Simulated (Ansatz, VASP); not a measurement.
Si: VASP beside Ansatz

The input POSCAR:

```
Si
1.0
    0.0000000000      2.7135600000      2.7135600000
    2.7135600000      0.0000000000      2.7135600000
    2.7135600000      2.7135600000      0.0000000000
Si
2
Direct
    0.7500000000      0.7500000000      0.7500000000
    0.5000000000      0.5000000000      0.5000000000
```

INCAR.step1

```
SYSTEM = Si
ALGO = Normal
EDIFF = 1E-5
EDIFFG = -0.005
ENCUT = 550
GGA = PE
GGA_COMPAT = .False.
IBRION = 2
ISIF = 3
ISMEAR = -1
LASPH = .True.
LCHARG = .False.
LREAL = .False.
LWAVE = .True.
NELM = 120
NELMIN = 4
NSW = 100
PREC = Accurate
SIGMA = 0.02
```

INCAR.step2

```
SYSTEM = Si
ALGO = Normal
EDIFF = 1E-7
EDIFFG = -0.01
ENCUT = 550
GGA_COMPAT = .False.
IBRION = 2
ISIF = 3
ISMEAR = -1
ISTART = 1
LASPH = .True.
LCHARG = .False.
LMIXTAU = .True.
LREAL = .False.
LWAVE = .False.
METAGGA = R2SCAN
NELM = 120
NELMIN = 4
NSW = 80
PREC = Accurate
SIGMA = 0.02
```

File KPOINTS:

```
k-points
0
Gamma
  8 8 8
  0 0 0
```

Input for Ansatz:

```yaml
crystal:
  lattice:
    - [0.0, 2.71356, 2.71356]
    - [2.71356, 0.0, 2.71356]
    - [2.71356, 2.71356, 0.0]
  atoms:
    - { symbol: Si, position: [0.75, 0.75, 0.75] }
    - { symbol: Si, position: [0.5, 0.5, 0.5] }
basis:
  ecutwfc: 550.0
kpoints:
  mp_grid: { grid: [8, 8, 8], shift: [0.0, 0.0, 0.0] }
hamiltonian:
  xc: r2scan
  pseudopotentials: { kind: paw }
scf:
  occupations: { method: fermi_dirac, width: 0.02 }
relax:
  max_steps: 60
  cell: { stress_tol: 0.05 }
```

Alike in both runs: task relaxation of cell and atoms; functional r2SCAN; k mesh 8 × 8 × 8; occupations fermi-dirac, width 0.02 eV; no spin polarisation.

|  | VASP | Ansatz |
| --- | --- | --- |
| version | VASP 6.6.1 | Ansatz 0.2.0 |
| potentials or method | VASP PAW PBE potentials, release 64 (Si), cutoff 550 eV | plane waves, PAW |
| valence electrons in the cell | 8 | 8 |

|  | VASP | Ansatz | Ansatz less VASP |
| --- | --- | --- | --- |
| relaxed volume (Å³/atom) | 20.12 | 20.17 | +0.050 |
| relaxed cell length with the largest relative difference (Å) | 3.847 | 3.850 | +0.0032 |

VASP's potentials were made for PBE, not for r2SCAN.
